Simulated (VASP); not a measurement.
Write the native input for VASP 6.6.1 that does the following.

```yaml
Task: single point
Functional: PBEsol
Potentials_or_basis: VASP PAW PBE potentials, release 64 (Hg, La)
Cutoff: 500 eV
k_mesh: 4 × 4 × 4
Occupations: tetrahedron
Spin: no spin polarisation
Dipole_correction: no
Further_INCAR_settings: ALGO = Normal; EDIFF = 1e-06; NBANDS = 43
```

The structure of La2Hg lies in POSCAR:

```
La2Hg
1.0
    0.0000000000      0.0000000000      6.0376210000
    3.9364220000     -3.9364220000      3.0188100000
    3.9364220000      3.9364220000     -3.0188100000
Hg La
2 4
Direct
    0.2500000000      0.0000000000      0.0000000000
    0.7500000000      0.0000000000      0.0000000000
    0.6580000000      0.5000000000      0.8160000000
    0.1580000000      0.1840000000      0.5000000000
    0.3420000000      0.5000000000      0.1840000000
    0.8420000000      0.8160000000      0.5000000000
```

The input as run:

INCAR

```
SYSTEM = La2Hg
ALGO     = Normal         ! electronic algorithm
EDIFF    = 1E-6           ! SCF threshold, eV
ENCUT    = 500            ! plane-wave cutoff, eV
GGA      = PS             ! functional
GGA_COMPAT= .FALSE.      
ISIF     = 2              ! what is computed and relaxed
ISMEAR   = -5             ! smearing method
LASPH    = .TRUE.         ! aspherical terms in the spheres
LCHARG   = .FALSE.        ! write CHGCAR
LMAXMIX  = 6              ! l up to which the mixer works
LREAL    = .FALSE.        ! projectors in reciprocal space
LWAVE    = .FALSE.        ! write WAVECAR
NBANDS   = 43             ! bands
NELM     = 200            ! most SCF steps
PREC     = Accurate       ! precision mode
SIGMA    = 0.1            ! smearing width, eV
```

KPOINTS

```
k-points
0
G
  4 4 4
  0 0 0
```

Potentials or basis: VASP PAW PBE potentials, release 64 (Hg, La).

Run with:

```bash
$ cat potpaw_PBE.64/Hg/POTCAR potpaw_PBE.64/La/POTCAR > POTCAR
$ mpirun -np 1 vasp_std > vasp.out
```

Results of the run:

```
Pressure               : -1.0 GPa
Largest force          : 0.068 eV/Å
Band gap on the k mesh : zero (bands 34 and 35 overlap by 0.52 eV)
```

Caveat: the PAW data sets were made with another functional, which shifts forces and pressure a little; spin-orbit coupling is left out, which moves the levels of the heavy elements; tetrahedron occupations give inexact forces and stress in metals.

It took 2.8 min on 1 thread of Intel(R) Xeon(R) Platinum 8259CL CPU @ 2.50GHz (Skylake/Cascade Lake), on a shared host, peak memory 0.37 GiB.
